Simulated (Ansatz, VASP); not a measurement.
TiC: VASP beside Ansatz

```
CELL_PARAMETERS angstrom
0.00000 2.14664 2.14664
2.14664 0.00000 2.14664
2.14664 2.14664 0.00000
ATOMIC_POSITIONS crystal
Ti 0.00000 0.00000 0.00000
C 0.50000 0.50000 0.50000
```

Alike in both runs: functional PBEsol; k mesh 16 × 16 × 16; occupations fermi-dirac, width 0.15 eV; no spin polarisation.

Ansatz relaxed the structure, and its values are those at the end. VASP's run is a single point on that final structure, the one shown.

```csv
,VASP,Ansatz
version,VASP 6.6.1,Ansatz 0.2.0
potentials or method,"VASP PAW PBE potentials, release 64 (Ti_sv, C), cutoff 520 eV","scalar-relativistic, plane waves, PAW"
valence electrons in the cell,16,16
```

Ansatz gave:

```
gap on the k mesh at the Fermi level (eV) : none
pressure (GPa)                            : 0.0
```

**Question.** What did VASP give for the same quantities?

**Answer.** gap on the k mesh at the Fermi level (eV): none; pressure (GPa): 0.3.

VASP's potentials were made for PBE, not for PBEsol, and Ansatz warns of the same on its side. A gap of «none» marks a metal or a gap that the smearing closes. The functional is the same, so the differences come from potentials, cutoffs and numerics.
